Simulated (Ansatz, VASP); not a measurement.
MnSb in VASP and in Ansatz

```
Sb Mn
1.0
     4.15000    0.00000    0.00000
    -2.07500    3.59401    0.00000
     0.00000    0.00000    5.78000
Sb Mn
2 2
Direct
  0.66667 0.33333 0.75000
  0.33333 0.66667 0.25000
  0.00000 0.00000 0.50000
  0.00000 0.00000 0.00000
```

Alike in both runs: functional LDA; k mesh 7 × 7 × 5; occupations fermi-dirac, width 0.05 eV; collinear spin; Hubbard terms Mn d U = 5.0 eV.

|  | VASP | Ansatz |
| --- | --- | --- |
| version | VASP 6.6.1 | Ansatz 0.2.0 |
| potentials or method | VASP PAW LDA potentials, release 64 (Sb, Mn_pv) | Ansatz PAW |
| plane-wave cutoff (eV) | 520 | 420 |
| valence electrons in the cell | 36 | 60 |
| task | single point | band structure |

VASP gave:

- gap on the k mesh at the Fermi level (eV): none
- pressure (GPa): 2.3
- traceless stress, the component that is largest in VASP (GPa): 1.56
- net moment per atom (μB): 2.03
- size of the moment on the site where the two differ most (μB): 4.21

Question: Which values does Ansatz return?

Answer: gap on the k mesh at the Fermi level (eV): none; pressure (GPa): 3.3; traceless stress, the component that is largest in VASP (GPa): 1.45; net moment per atom (μB): 2.05; size of the moment on the site where the two differ most (μB): 4.22.

LDA's correlation is that of Perdew and Zunger in VASP and of Perdew and Wang (1992) in Ansatz. Site moments also hang on the region over which each program counts them. The programs project onto different local orbitals, so the same U acts differently, and such runs can settle in different states. A gap of «none» marks a metal or a gap that the smearing closes. VASP's potentials hold 36 valence electrons a cell and Ansatz's 60, so a difference there can come from the potentials and not from the codes.

Spin-orbit coupling is off throughout. Noted on Ansatz's run: the magnetic or orbital state may not be the lowest.
